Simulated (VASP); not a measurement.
# GaCo (Pm-3m) in VASP: notebook, part 2 of 2

VASP 6.6.1. Earlier steps stand in the parts before.

## (5) Single point, PBE, collinear spin, ferromagnetic start

This run uses another cell than the first one, of 11.92 Å³/atom.

File INCAR:

```
PREC = Accurate
ENCUT = 520
EDIFF = 1E-7
ISMEAR = -1
SIGMA = 0.05
LREAL = F
LASPH = T
NELM = 150
ALGO = Normal
ISIF = 2
LWAVE = F
LCHARG = F
ISPIN = 2
MAGMOM = 0 1.8
LORBIT = 11
LMAXMIX = 4
GGA = PE
NBANDS = 22
```

File KPOINTS:

```
Automatic mesh
0
Gamma
  8 8 8
```

File POSCAR:

```
GaCo
1.0
    2.8780000000      0.0000000000      0.0000000000
    0.0000000000      2.8780000000      0.0000000000
    0.0000000000      0.0000000000      2.8780000000
Ga Co
1 1
Direct
    0.5000000000      0.5000000000      0.5000000000
    0.0000000000      0.0000000000      0.0000000000
```

Potentials or basis: VASP PAW PBE potentials, release 64 (Ga_d, Co).

Launch:

```console
cat potpaw_PBE.64/Ga_d/POTCAR potpaw_PBE.64/Co/POTCAR > POTCAR
mpirun -np 1 vasp_std > vasp.out
```

OUTCAR:

```text
PREC = Accurate
   ENCUT = 520
   EDIFF = 1E-7
   ISMEAR = -1
   LREAL = F
   LASPH = T
   NELM = 150
   ISIF = 2
   ISPIN = 2
   LORBIT = 11
   GGA = PE

 ion  position               nearest neighbor table
   1  0.500  0.500  0.500-   2 2.49   2 2.49   2 2.49   2 2.49   2 2.49   2 2.49   2 2.49   2 2.49

   2  0.000  0.000  0.000-   1 2.49   1 2.49   1 2.49   1 2.49   1 2.49   1 2.49   1 2.49   1 2.49

  LATTYP: Found a simple cubic cell.
 ALAT       =     2.8780000000

  Lattice vectors:

 A1 = (   2.8780000000,   0.0000000000,   0.0000000000)
 A2 = (   0.0000000000,   2.8780000000,   0.0000000000)
 A3 = (   0.0000000000,   0.0000000000,   2.8780000000)

Analysis of symmetry for initial positions (statically):
=====================================================================
 Subroutine PRICEL returns:
 Original cell was already a primitive cell.

 Routine SETGRP: Setting up the symmetry group for a
 simple cubic supercell.

 Subroutine GETGRP returns: Found 48 space group operations
[... 789 lines left out ...]

 spin component 2

 k-point     1 :       0.0000    0.0000    0.0000
  band No.  band energies     occupation
      1      -5.3933      1.00000
      2      -5.3933      1.00000
      3      -5.0468      1.00000
      4      -5.0468      1.00000
      5      -5.0468      1.00000
      6      -2.2984      1.00000
[... 589 lines left out ...]
     21      33.2564      0.00000
     22      37.0816      0.00000

 [... further k-points ...]
[... 5 lines left out ...]
  --------------------------------------------------------------------------------------
  -------------------------------------------------------------------------------------
  Total        0.1790897      0.1790897      0.1790897      0.0000000     -0.0000000      0.0000000
  in kB       12.0367410     12.0367410     12.0367410      0.0000000     -0.0000000      0.0000000
  external PRESSURE =      12.0367410 kB  Pullay stress =       0.0000000 kB

 VOLUME and BASIS-vectors are now :
 -----------------------------------------------------------------------------
  energy-cutoff  :      520.00
  volume of cell :       23.84
      direct lattice vectors                 reciprocal lattice vectors
     2.878000000  0.000000000  0.000000000     0.347463516  0.000000000  0.000000000
     0.000000000  2.878000000  0.000000000     0.000000000  0.347463516  0.000000000
     0.000000000  0.000000000  2.878000000     0.000000000  0.000000000  0.347463516

 POSITION                                       TOTAL-FORCE (eV/Angst)
 -----------------------------------------------------------------------------------
      1.43900      1.43900      1.43900         0.000000      0.000000      0.000000
      0.00000      0.00000      0.00000         0.000000      0.000000      0.000000
 -----------------------------------------------------------------------------------
    total drift:                                0.000000      0.000000     -0.000000

  FREE ENERGIE OF THE ION-ELECTRON SYSTEM (eV)
  ---------------------------------------------------
  free  energy   TOTEN  =       -10.4829702010 eV

  energy  without entropy=      -10.4730574327  energy(sigma->0) =      -10.47801382

 total charge

# of ion       s       p       d       tot
------------------------------------------
    1        0.847   0.888  10.051  11.786
    2        0.391   0.450   7.514   8.354
--------------------------------------------------
tot          1.237   1.338  17.565  20.141

 magnetization (x)

# of ion       s       p       d       tot
------------------------------------------
    1       -0.002  -0.007  -0.005  -0.014
    2        0.002  -0.005   0.238   0.235
--------------------------------------------------
tot         -0.001  -0.012   0.234   0.221
```

OSZICAR:

```text
N       E                     dE             d eps       ncg     rms          rms(c)
DAV:   1     0.117907237402E+03    0.11791E+03   -0.93103E+03  3456   0.174E+03
DAV:   2    -0.156484462598E+01   -0.11947E+03   -0.11210E+03  3164   0.321E+02
DAV:   3    -0.110510855522E+02   -0.94862E+01   -0.93446E+01  3494   0.776E+01
DAV:   4    -0.112051761115E+02   -0.15409E+00   -0.15399E+00  3646   0.100E+01
DAV:   5    -0.112112024816E+02   -0.60264E-02   -0.60260E-02  4328   0.180E+00    0.101E+01
DAV:   6    -0.123228544510E+02   -0.11117E+01   -0.15201E+01  3650   0.425E+01    0.115E+01
DAV:   7    -0.104986128720E+02    0.18242E+01   -0.62088E+00  3626   0.311E+01    0.229E+00
DAV:   8    -0.104877875756E+02    0.10825E-01   -0.12729E-01  4274   0.330E+00    0.958E-01
DAV:   9    -0.104842159213E+02    0.35717E-02   -0.87235E-03  4016   0.845E-01    0.426E-01
DAV:  10    -0.104829058081E+02    0.13101E-02   -0.10667E-03  4712   0.321E-01    0.111E-01
DAV:  11    -0.104828646659E+02    0.41142E-04   -0.14397E-04  4240   0.105E-01    0.597E-02
DAV:  12    -0.104829073169E+02   -0.42651E-04   -0.79944E-05  4450   0.731E-02    0.327E-02
DAV:  13    -0.104829385428E+02   -0.31226E-04   -0.83990E-05  4656   0.606E-02    0.268E-02
DAV:  14    -0.104829504083E+02   -0.11866E-04   -0.19934E-05  4880   0.303E-02    0.228E-02
DAV:  15    -0.104829651130E+02   -0.14705E-04   -0.55171E-05  3862   0.534E-02    0.114E-02
DAV:  16    -0.104829696896E+02   -0.45766E-05   -0.46888E-05  4732   0.473E-02    0.111E-03
DAV:  17    -0.104829701631E+02   -0.47343E-06   -0.11406E-06  3346   0.753E-03    0.332E-04
DAV:  18    -0.104829702010E+02   -0.37918E-07   -0.10544E-08  2016   0.853E-04
   1 F= -.10482970E+02 E0= -.10478014E+02  d E =-.991277E-02  mag=     0.2080
```

Wall time 88 s (1 thread of Intel Xeon 8259CL, shared host); peak memory 0.17 GiB.

What came out:

```
Free energy                                           : -10.4830 eV
Pressure                                              : 1.2 GPa
Net moment                                            : 0.21 μB per cell
Site moments                                          : Ga -0.01; Co +0.23 μB
Valence electrons inside the program's atomic spheres : Ga 11.79; Co 8.35
```

## (6) Single point, PBE, collinear spin, ferromagnetic start

This run uses another cell than the first one, of 12.16 Å³/atom.

File INCAR:

```
SYSTEM = GaCo
ALGO = Normal ; EDIFF = 1E-6
ENCUT = 520 ; GGA = PE
ISIF = 2 ; ISMEAR = -1
ISPIN = 2 ; LASPH = .TRUE.
LCHARG = .FALSE. ; LMAXMIX = 4
LORBIT = 11 ; LREAL = .FALSE.
LWAVE = .FALSE. ; MAGMOM = 0 1.8
NBANDS = 22 ; NELM = 150
PREC = Accurate ; SIGMA = 0.05
```

File KPOINTS:

```
k-points
0
G
  8 8 8
  0 0 0
```

File POSCAR:

```
GaCo
1.0
    2.8970601581      0.0000000000      0.0000000000
    0.0000000000      2.8970601581      0.0000000000
    0.0000000000      0.0000000000      2.8970601581
Ga Co
1 1
Direct
    0.5000000000      0.5000000000      0.5000000000
    0.0000000000      0.0000000000      0.0000000000
```

Potentials or basis: VASP PAW PBE potentials, release 64 (Ga_d, Co).

Launch:

```console
cat potpaw_PBE.64/Ga_d/POTCAR potpaw_PBE.64/Co/POTCAR > POTCAR
mpirun -np 1 vasp_std > vasp.out
```

OUTCAR:

```text
SYSTEM = GaCo
   EDIFF = 1E-6
   ENCUT = 520
   GGA = PE
   ISIF = 2
   ISMEAR = -1
   ISPIN = 2
   LASPH = .TRUE.
   LORBIT = 11
   LREAL = .FALSE.
   NELM = 150
   PREC = Accurate

 ion  position               nearest neighbor table
   1  0.500  0.500  0.500-   2 2.51   2 2.51   2 2.51   2 2.51   2 2.51   2 2.51   2 2.51   2 2.51

   2  0.000  0.000  0.000-   1 2.51   1 2.51   1 2.51   1 2.51   1 2.51   1 2.51   1 2.51   1 2.51

  LATTYP: Found a simple cubic cell.
 ALAT       =     2.8970601581

  Lattice vectors:

 A1 = (   2.8970601581,   0.0000000000,   0.0000000000)
 A2 = (   0.0000000000,   2.8970601581,   0.0000000000)
 A3 = (   0.0000000000,   0.0000000000,   2.8970601581)

Analysis of symmetry for initial positions (statically):
=====================================================================
 Subroutine PRICEL returns:
 Original cell was already a primitive cell.

 Routine SETGRP: Setting up the symmetry group for a
 simple cubic supercell.

 Subroutine GETGRP returns: Found 48 space group operations
 (whereof 48 operations were pure point group operations)
 out of a pool of 48 trial point group operations.

The static configuration has the point symmetry O_h .

Analysis of symmetry for dynamics (positions and initial velocities):
=====================================================================
 Subroutine PRICEL returns:
 Original cell was already a primitive cell.

 Routine SETGRP: Setting up the symmetry group for a
 simple cubic supercell.

 Subroutine GETGRP returns: Found 48 space group operations
 (whereof 48 operations were pure point group operations)
 out of a pool of 48 trial point group operations.

The dynamic configuration has the point symmetry O_h .

Analysis of structural, dynamic, and magnetic symmetry:
=====================================================================
 Subroutine PRICEL returns:
 Original cell was already a primitive cell.

 Routine SETGRP: Setting up the symmetry group for a
 simple cubic supercell.

 Subroutine GETGRP returns: Found 48 space group operations
 (whereof 48 operations were pure point group operations)
 out of a pool of 48 trial point group operations.

The overall configuration has the point symmetry O_h .

 Subroutine INISYM returns: Found 48 space group operations
 (whereof 48 operations are pure point group operations),
 and found     1 'primitive' translations

----------------------------------------------------------------------------------------

                                     Primitive cell

  volume of cell :      24.3149

  direct lattice vectors                    reciprocal lattice vectors
     2.897060158  0.000000000  0.000000000     0.345177506  0.000000000  0.000000000
     0.000000000  2.897060158  0.000000000     0.000000000  0.345177506  0.000000000
     0.000000000  0.000000000  2.897060158     0.000000000  0.000000000  0.345177506

  length of vectors
     2.897060158  2.897060158  2.897060158     0.345177506  0.345177506  0.345177506

  position of ions in fractional coordinates (direct lattice)
     0.500000000  0.500000000  0.500000000
     0.000000000  0.000000000  0.000000000

  ion indices of the primitive-cell ions
   primitive index   ion index
                 1           1
                 2           2

----------------------------------------------------------------------------------------
[... 53 lines left out ...]
   number of dos      NEDOS =    301   number of ions     NIONS =      2
   total plane-waves  NPLWV =  13824
   dimension x,y,z NGX =    24 NGY =   24 NGZ =   24
   dimension x,y,z NGXF=    48 NGYF=   48 NGZF=   48
   ions per type =               1   1
   NGX,Y,Z   is equivalent  to a cutoff of  13.77, 13.77, 13.77 a.u.
   NGXF,Y,Z  is equivalent  to a cutoff of  27.54, 27.54, 27.54 a.u.
 SYSTEM =  GaCo
   PREC   = accura    normal or accurate (medium, high low for compatibility)
   ISTART =      0    job   : 0-new  1-cont  2-samecut
   ICHARG =      2    charge: 1-file 2-atom 10-const
   ISPIN  =      2    spin polarized calculation?
   LNONCOLLINEAR =      F non collinear calculations
   LSORBIT =      F    spin-orbit coupling
   LASPH  =      T    aspherical Exc in radial PAW
   ENCUT  =  520.0 eV  38.22 Ry    6.18 a.u.   5.39  5.39  5.39*2*pi/ulx,y,z
   NELM   =    150;   NELMIN=  2; NELMDL= -5     # of ELM steps
   EDIFF  = 0.1E-05   stopping-criterion for ELM
   LREAL  =      F    real-space projection
[... 7 lines left out ...]
   TEBEG  =    0.0;   TEEND  =   0.0 temperature during run
   PSTRESS=    0.0 pullay stress
   NELECT =      22.0000    total number of electrons
   NUPDOWN=      -1.0000    fix difference up-down
   EMIN   =  10.00;   EMAX   =-10.00  energy-range for DOS
   EFERMI =   0.00;   METHOD = LEGACY
   ISMEAR =    -1;   SIGMA  =   0.05  broadening in eV -4-tet -1-fermi 0-gaus
   EFERMI_NEDOS =   21; number of points for ismear=-14 and -15
   IALGO  =     38    algorithm
   IMIX   =      4    mixing-type and parameters
     AMIX     =   0.40;   BMIX     =  1.00
     AMIX_MAG =   1.60;   BMIX_MAG =  1.00
  volume/ion in A,a.u.               =      12.16        82.04
  Fermi-wavevector in a.u.,A,eV,Ry     =   1.583403  2.992198 34.112064  2.507166
  Thomas-Fermi vector in A             =   2.683179
   LORBIT       =     11    0 simple, 1 ext, 2 COOP (PROOUT), +10 PAW based schemes
   GGA     = PE    functional components
   LHFCALC =     F    Hartree Fock is set to
   AEXX    =    0.0000 exact exchange contribution
   IVDW    =     0    specifies the selected vdW correction
   LEPSILON=     F    determine dielectric tensor
   LRPA    =     F    only Hartree local field effects (RPA)
 spin polarized calculation
  energy-cutoff  :      520.00
  volume of cell :       24.31
 maximum number of plane-waves:       691
 NGX is ok and might be reduce to    24
   NGX = 11   NGY = 11   NGZ = 11

 number of electron      22.0000019 magnetization       0.2255518

 Free energy of the ion-electron system (eV)
  ---------------------------------------------------
  ext. energy  EPLUGINS =         0.00000000
  ---------------------------------------------------
  free energy    TOTEN  =       -10.48141360 eV

  energy without entropy =      -10.47192051  energy(sigma->0) =      -10.47666706

 E-fermi :   9.4939     XC(G=0): -13.0750

 val. band max:        9.4486570498   @ k =   0.5000   0.2500   0.1250
 cond. band min:       9.4970339443   @ k =   0.3750   0.3750   0.0000
 fundamental gap:      0.0483768945
 Fermi energy:         9.4939099641

 spin component 1

 k-point     1 :       0.0000    0.0000    0.0000
  band No.  band energies     occupation
      1      -5.6177      1.00000
      2      -5.6177      1.00000
      3      -5.2902      1.00000
      4      -5.2902      1.00000
      5      -5.2902      1.00000
      6      -2.3803      1.00000
[... 589 lines left out ...]
     21      32.7136      0.00000
     22      36.5101      0.00000

 [... further k-points ...]

 spin component 2

 k-point     1 :       0.0000    0.0000    0.0000
  band No.  band energies     occupation
      1      -5.6223      1.00000
      2      -5.6223      1.00000
      3      -5.2946      1.00000
      4      -5.2946      1.00000
      5      -5.2946      1.00000
      6      -2.4015      1.00000
[... 589 lines left out ...]
     21      32.6917      0.00000
     22      36.4824      0.00000

 [... further k-points ...]
[... 5 lines left out ...]
  --------------------------------------------------------------------------------------
  -------------------------------------------------------------------------------------
  Total       -0.3301477     -0.3301477     -0.3301477      0.0000000      0.0000000     -0.0000000
  in kB      -21.7543622    -21.7543622    -21.7543622      0.0000000      0.0000000     -0.0000000
  external PRESSURE =     -21.7543622 kB  Pullay stress =       0.0000000 kB

 VOLUME and BASIS-vectors are now :
 -----------------------------------------------------------------------------
  energy-cutoff  :      520.00
  volume of cell :       24.31
      direct lattice vectors                 reciprocal lattice vectors
     2.897060158  0.000000000  0.000000000     0.345177506  0.000000000  0.000000000
     0.000000000  2.897060158  0.000000000     0.000000000  0.345177506  0.000000000
     0.000000000  0.000000000  2.897060158     0.000000000  0.000000000  0.345177506

 POSITION                                       TOTAL-FORCE (eV/Angst)
 -----------------------------------------------------------------------------------
      1.44853      1.44853      1.44853         0.000000      0.000000      0.000000
      0.00000      0.00000      0.00000         0.000000      0.000000      0.000000
 -----------------------------------------------------------------------------------
    total drift:                                0.000000      0.000000     -0.000000

  FREE ENERGIE OF THE ION-ELECTRON SYSTEM (eV)
  ---------------------------------------------------
  free  energy   TOTEN  =       -10.4814135976 eV

  energy  without entropy=      -10.4719205139  energy(sigma->0) =      -10.47666706

 total charge

# of ion       s       p       d       tot
------------------------------------------
    1        0.845   0.868  10.044  11.757
    2        0.384   0.435   7.499   8.318
--------------------------------------------------
tot          1.229   1.303  17.543  20.074

 magnetization (x)

# of ion       s       p       d       tot
------------------------------------------
    1       -0.003  -0.008  -0.005  -0.016
    2        0.002  -0.006   0.260   0.256
--------------------------------------------------
tot         -0.001  -0.014   0.255   0.241
```

OSZICAR:

```text
N       E                     dE             d eps       ncg     rms          rms(c)
DAV:   1     0.118828668933E+03    0.11883E+03   -0.93892E+03  3480   0.174E+03
DAV:   2    -0.119938349545E+01   -0.12003E+03   -0.11256E+03  3152   0.320E+02
DAV:   3    -0.110508977172E+02   -0.98515E+01   -0.97010E+01  3470   0.781E+01
DAV:   4    -0.112227444465E+02   -0.17185E+00   -0.17170E+00  3670   0.105E+01
DAV:   5    -0.112288674005E+02   -0.61230E-02   -0.61225E-02  4212   0.181E+00    0.994E+00
DAV:   6    -0.124380343206E+02   -0.12092E+01   -0.15850E+01  3632   0.430E+01    0.120E+01
DAV:   7    -0.104920712797E+02    0.19460E+01   -0.65576E+00  3602   0.314E+01    0.227E+00
DAV:   8    -0.104862658399E+02    0.58054E-02   -0.12637E-01  4318   0.328E+00    0.999E-01
DAV:   9    -0.104826951233E+02    0.35707E-02   -0.91549E-03  4064   0.848E-01    0.436E-01
DAV:  10    -0.104813289665E+02    0.13662E-02   -0.10919E-03  4648   0.330E-01    0.125E-01
DAV:  11    -0.104813028924E+02    0.26074E-04   -0.22457E-04  4252   0.124E-01    0.692E-02
DAV:  12    -0.104813712604E+02   -0.68368E-04   -0.13013E-04  4410   0.898E-02    0.364E-02
DAV:  13    -0.104814050287E+02   -0.33768E-04   -0.11425E-04  4548   0.708E-02    0.209E-02
DAV:  14    -0.104814106476E+02   -0.56189E-05   -0.11240E-05  4224   0.233E-02    0.136E-02
DAV:  15    -0.104814131626E+02   -0.25150E-05   -0.62748E-06  2790   0.187E-02    0.429E-03
DAV:  16    -0.104814135976E+02   -0.43495E-06   -0.15515E-06  1872   0.802E-03
   1 F= -.10481414E+02 E0= -.10476667E+02  d E =-.949308E-02  mag=     0.2258
```

Wall time 75 s (1 thread of Intel Xeon 8259CL, shared host); peak memory 0.17 GiB.

What came out:

| Property | Result |
| --- | --- |
| Free energy | -10.4814 eV |
| Pressure | -2.2 GPa |
| Net moment | 0.23 μB per cell |
| Site moments | Ga -0.02; Co +0.26 μB |
| Valence electrons inside the program's atomic spheres | Ga 11.76; Co 8.32 |

## (7) Overview

```csv
cell,gap on the mesh (eV),pressure (GPa),moment (μB)
"a = 2.819 Å, 2 atoms",none,13.9,0.12
"a = 2.839 Å, 2 atoms",none,9.2,0.14
"a = 2.859 Å, 2 atoms",none,5.0,0.17
"a = 2.878 Å, 2 atoms",none,1.2,0.21
"a = 2.897 Å, 2 atoms",none,-2.2,0.23
```

Alike in all rows: task single point; level PBE; potentials or basis VASP PAW PBE potentials, release 64 (Ga_d, Co); spin collinear, ferromagnetic start; k mesh 8 × 8 × 8; cutoff (eV) 520; smearing fermi-dirac 0.05 eV.

Caveats: the cell stands under pressure (at least some runs).

Absolute energies hang on the potentials; compare differences alone.
